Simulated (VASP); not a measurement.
**BaHgI4: single point with PBE**

Crystal: BaHgI4.

```
Ba Hg I
1.0
     8.21728    0.00000    0.01106
     0.00000    4.74225    0.00000
    -0.02020    0.00000    7.97631
Ba Hg I
1 1 4
Cartesian
  4.1086 2.3711 0.0055
  0.0000 0.0000 0.0000
  2.4811 0.0000 1.8918
  1.0934 2.3711 6.2426
  7.1037 2.3711 1.7447
  5.7160 0.0000 6.0956
```

The cell was generated, and may not be a known phase.

```yaml
Program: VASP 6.6.1
Task: single point
Functional: PBE
Potentials_or_basis: VASP PAW PBE potentials, release 64 (Ba_sv, Hg, I)
Cutoff: 520 eV
k_mesh: 2 × 3 × 2
Occupations: gaussian, width 0.15 eV
Spin: no spin polarisation
```

```yaml
Pressure: 0.1 GPa
Largest_force: 0.057 eV/Å
Band_gap_on_the_k_mesh: 1.29 eV (least direct gap 1.33 eV)
```

Forces in eV/Å, atoms in the order of the input:
```
Ba   0.000  0.000  0.000
Hg   0.000  0.000  0.000
I   -0.057  0.000 -0.001
I   -0.013  0.000 -0.034
I    0.013  0.000  0.034
I    0.057  0.000  0.001
```

Stress tensor (GPa, compression positive):
```
 0.18  0.00 -0.10
 0.00  0.15  0.00
-0.10  0.00  0.02
```

Levels at points of the mesh, in eV from the valence-band top:
```tsv
k point	band 23	band 24	band 25	band 26	band 27	band 28
(0.00, 0.00, 0.00)	-0.18	-0.17	-0.04	1.29	3.77	4.57
(0.50, 0.00, 0.00)	-0.31	-0.18	0.00	1.76	3.74	4.69
(0.00, 0.00, 0.50)	-0.20	-0.17	-0.06	1.53	3.78	4.66
(0.50, 0.00, 0.50)	-0.34	-0.28	-0.02	1.80	3.72	4.84
```

Run time: 110 s on 1 thread of AMD EPYC 7R43 64-Core Processor (Zen 3), with other jobs on the host, peak memory 0.36 GiB.

Caveat: the k points lie up to 0.44 Å⁻¹ apart; spin-orbit coupling is left out, which moves the levels of the heavy elements. A k mesh can miss the band edges.
